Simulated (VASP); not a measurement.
TePb (rocksalt type): single point with LDA

Crystal: TePb (rocksalt type).

```
Pb Te
1.0
     0.00000    2.85955    2.85955
     2.85955    0.00000    2.85955
     2.85955    2.85955    0.00000
Pb Te
1 1
Cartesian
  0.0000 0.0000 0.0000
  2.8595 2.8595 2.8595
```

| Property | Result |
| --- | --- |
| Program | VASP 6.6.1 |
| Task | single point |
| Functional | LDA |
| Potentials or basis | VASP PAW LDA potentials, release 64 (Pb_d, Te) |
| Cutoff | 500 eV |
| k mesh | 12 × 12 × 12 |
| Occupations | fermi-dirac, width 0.08 eV |
| Spin | no spin polarisation |

```json
{
 "Pressure": "33.7 GPa",
 "Band gap on the k mesh": "0.07 eV (least direct gap 0.25 eV)"
}
```

Levels at points of the mesh, in eV from the valence-band top:
| k point | band 7 | band 8 | band 9 | band 10 | band 11 | band 12 | band 13 | band 14 |
| --- | --- | --- | --- | --- | --- | --- | --- | --- |
| (0.00, 0.00, 0.00) | -4.33 | -2.93 | -2.93 | -2.93 | 4.26 | 4.26 | 4.26 | 4.88 |
| (0.50, 0.00, 0.00) | -11.31 | -2.02 | -2.02 | -0.18 | 0.07 | 0.07 | 0.35 | 8.89 |
| (0.50, 0.50, 0.00) | -8.07 | -7.92 | -5.29 | -5.29 | 1.49 | 6.84 | 6.84 | 8.79 |

It took 20 s on 1 thread of Intel(R) Xeon(R) 6975P-C (Granite Rapids) (shared host), peak memory 0.18 GiB.

Caveat: the cell stands under pressure; spin-orbit coupling is left out, which moves the levels of the heavy elements. A k mesh can miss the band edges.
